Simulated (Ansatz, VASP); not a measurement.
# Co in VASP and in Ansatz

```
CELL_PARAMETERS angstrom
15.00000 0.00000 0.00000
0.00000 15.50000 0.00000
0.00000 0.00000 16.00000
ATOMIC_POSITIONS crystal
Co 0.50000 0.50000 0.50000
```

Alike in both runs: task single point; functional PBE; dispersion D3(BJ); k mesh 1 × 1 × 1; occupations gaussian, width 0.005 eV; collinear spin.

|  | VASP | Ansatz |
| --- | --- | --- |
| version | VASP 6.6.1 | Ansatz 0.2.0 |
| potentials or method | VASP PAW PBE potentials, release 64 (Co), cutoff 520 eV | scalar-relativistic, plane waves, PAW |
| valence electrons in the cell | 9 | 17 |

VASP gave:

- gap on the k mesh at the Fermi level (eV): 0.24
- net moment per atom (μB): 3.00
- size of the moment on the site where the two differ most (μB): 2.44

Estimate Ansatz's values.

gap on the k mesh at the Fermi level (eV): 0.29; net moment per atom (μB): 3.00; size of the moment on the site where the two differ most (μB): 3.00.

Site moments also hang on the region over which each program counts them. VASP's potentials hold 9 valence electrons a cell and Ansatz's 17, so a difference there can come from the potentials and not from the codes.
